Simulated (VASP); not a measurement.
TiN, 2 atoms in the cell. It takes space group Fm-3m (No. 225, cubic). Conventional cell: a = 4.189 Å, b = 4.189 Å, c = 4.189 Å, α = 90.00°, β = 90.00°, γ = 90.00°. Ti (site symmetry m-3m) has 6 N at 2.09 Å within 2.8 Å. N (site symmetry m-3m) has 6 Ti at 2.09 Å within 2.8 Å. 

* Program: VASP 6.6.1
* Task: single point
* Functional: PBE
* Potentials or basis: VASP PAW PBE potentials, release 64 (Ti_sv, N)
* Cutoff: 520 eV
* k mesh: 20 × 20 × 20
* Occupations: gaussian, width 0.15 eV
* Spin: collinear spin
* Starting moments: [0.125, 0.0] μB
* Fixed moment: 0.125 μB
* Dipole correction: no
* Further INCAR settings: ALGO = Normal; EDIFF = 1e-06; NBANDS = 20

Potentials or basis: VASP PAW PBE potentials, release 64 (Ti_sv, N).

The run is started by

```sh
$ cat potpaw_PBE.64/Ti_sv/POTCAR potpaw_PBE.64/N/POTCAR > POTCAR
$ mpirun -np 1 vasp_std > vasp.out
```

Hardware: 1 thread of AMD EPYC 9R45 96-Core Processor (Zen 5), with other jobs on the host.

Task: How long does it take, and how much memory?

Result: It took 87 s on 1 thread of AMD EPYC 9R45 96-Core Processor (Zen 5), on a shared host, peak memory 0.23 GiB. Counts: scf iterations 14, k points 256.
